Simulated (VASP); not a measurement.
The system is Ti3Se.

```
CELL_PARAMETERS angstrom
3.13217 0.00000 0.00000
-1.56609 2.71254 0.00000
0.00000 0.00000 7.78060
ATOMIC_POSITIONS crystal
Se 0.00000 0.00000 0.00000
Ti 0.66667 0.33333 0.50000
Ti 0.33333 0.66667 0.77290
Ti 0.33333 0.66667 0.22710
```

Base run:

```yaml
Program: VASP 6.6.1
Functional: LDA
Potentials_or_basis: VASP PAW LDA potentials, release 64 (Se, Ti_sv)
Cutoff: 520 eV
k_mesh: 10 × 10 × 4
Occupations: fermi-dirac, width 0.05 eV
Spin: no spin polarisation
```

Its results: band gap on the k mesh zero (bands 21 and 22 overlap by 0.55 eV); pressure -0.8 GPa; largest force 0.127 eV/Å.

Problem. The run is repeated on the same cell with these changes: functional from LDA to PBE; potentials or basis from VASP PAW LDA potentials, release 64 (Se, Ti_sv) to VASP PAW PBE potentials, release 64 (Se, Ti_sv). What comes out?

Solution. Band gap on the k mesh zero (bands 21 and 22 overlap by 0.58 eV); pressure 8.1 GPa; largest force 0.263 eV/Å.

Caveats: the cell stands under pressure (at least some runs).
